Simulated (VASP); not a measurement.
A run of VASP 6.6.1:

INCAR

```
PREC     = Accurate       # precision mode
ENCUT    = 600            # plane-wave cutoff, eV
EDIFF    = 1E-6           # SCF threshold, eV
ISMEAR   = -1             # smearing method
SIGMA    = 0.05           # smearing width, eV
LREAL    = False          # projectors in reciprocal space
LASPH    = True           # aspherical terms in the spheres
NELM     = 60             # most SCF steps
ALGO     = Normal         # electronic algorithm
ISIF     = 3              # what is computed and relaxed
LWAVE    = False          # write WAVECAR
LCHARG   = False          # write CHGCAR
GGA      = B5             # functional
ALDAX    = 1.0          
AGGAX    = 1.0          
AGGAC    = 1.0          
ALDAC    = 0.0          
IVDW     = 13             # dispersion correction
IBRION   = 2              # ionic algorithm
NSW      = 80             # ionic steps
EDIFFG   = -0.005         # ionic threshold
VDW_S6   = 1.0          
VDW_S8   = 2.34076671   
VDW_A1   = 0.44488865   
VDW_A2   = 4.0933009
```

File KPOINTS:

```
Automatic mesh
0
Gamma
  7 7 7
```

POSCAR

```
BaS
1.0
    0.0000000000      3.1937500000      3.1937500000
    3.1937500000      0.0000000000      3.1937500000
    3.1937500000      3.1937500000      0.0000000000
Ba S
1 1
Direct
    0.0000000000      0.0000000000      0.0000000000
    0.5000000000      0.5000000000      0.5000000000
```

Potentials or basis: VASP PAW PBE potentials, release 64 (Ba_sv, S).

Launch:

```bash
$ cat potpaw_PBE.64/Ba_sv/POTCAR potpaw_PBE.64/S/POTCAR > POTCAR
$ mpirun -np 1 vasp_std > vasp.out
```

Hardware: 1 thread of Intel(R) Xeon(R) Platinum 8488C (Sapphire Rapids), with other jobs on the host.

How long does it take, and how much memory?

Run time: 46 s on 1 thread of Intel(R) Xeon(R) Platinum 8488C (Sapphire Rapids), with other jobs on the host, peak memory 0.22 GiB. Counts: scf iterations 27, k points 20, ion steps 3.
